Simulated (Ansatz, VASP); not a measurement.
Two plane-wave programs on Zn2SnO3

```
CELL_PARAMETERS angstrom
3.74448 0.00000 0.00000
-1.87224 3.24281 0.00000
0.00000 0.00000 8.55649
ATOMIC_POSITIONS crystal
Zn 0.33333 0.66667 0.00000
Zn 0.66667 0.33333 0.00000
Sn 0.00000 0.00000 0.50000
O 0.00000 0.00000 0.00000
O 0.00000 0.00000 0.28090
O 0.00000 0.00000 0.71910
```

Alike in both runs: task single point; functional PBE; k mesh 6 × 6 × 2; occupations gaussian, width 0.1 eV; no spin polarisation.

```csv
,VASP,Ansatz
version,VASP 6.6.1,Ansatz 0.2.0
potentials or method,"VASP PAW PBE potentials, release 64 (Zn, Sn_d, O), cutoff 520 eV","scalar-relativistic, plane waves, PAW"
valence electrons in the cell,56,56
```

```tsv
	VASP	Ansatz	Ansatz less VASP
gap on the k mesh at the Fermi level (eV)	none	none	-
pressure (GPa)	12.4	11.9	-0.47
traceless stress, the component that is largest in VASP (GPa)	-6.36	-6.31	+0.053
rms of the force components (eV/Å)	0.049	0.016	-0.0328
```

Atom by atom the forces differ by 0.033 eV/Å (rms over components). A gap of «none» marks a metal or a gap that the smearing closes.

The k mesh is coarse, so the values compare programs but aren't converged.
